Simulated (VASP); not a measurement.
Ge, 8 atoms in the cell. Symmetry: P6_3/mmc, No. 194, hexagonal system. Conventional cell: a = 4.004 Å, b = 4.004 Å, c = 13.145 Å, α = 90.00°, β = 90.00°, γ = 120.00°. Within 3.2 Å of Ge (site symmetry 3m) lie 4 Ge at 2.45 Å. Within 3.2 Å of Ge (site symmetry 3m) lie 4 Ge at 2.45 to 2.47 Å. This isn't the form of Ge at room conditions, which is diamond.

```yaml
Program: VASP 6.6.1
Task: single point
Functional: PBEsol
Potentials_or_basis: VASP PAW PBE potentials, release 64 (Ge_d)
Cutoff: 520 eV
k_mesh: 11 × 11 × 3
Occupations: gaussian, width 0.15 eV
Spin: no spin polarisation
Dipole_correction: no
Further_INCAR_settings: ALGO = Normal; EDIFF = 1e-07; NBANDS = 66
```

Potentials or basis: VASP PAW PBE potentials, release 64 (Ge_d).

Launch:

```sh
$ cat potpaw_PBE.64/Ge_d/POTCAR > POTCAR
$ mpirun -np 1 vasp_std > vasp.out
```

Hardware: 1 thread of AMD EPYC 9R45 96-Core Processor (Zen 5), on a shared host.

Q: Estimate the wall time of this run.

A: Wall time 3.7 min on 1 thread of AMD EPYC 9R45 96-Core Processor (Zen 5), on a shared host, peak memory 0.4 GiB. Counts: scf iterations 15, k points 32.
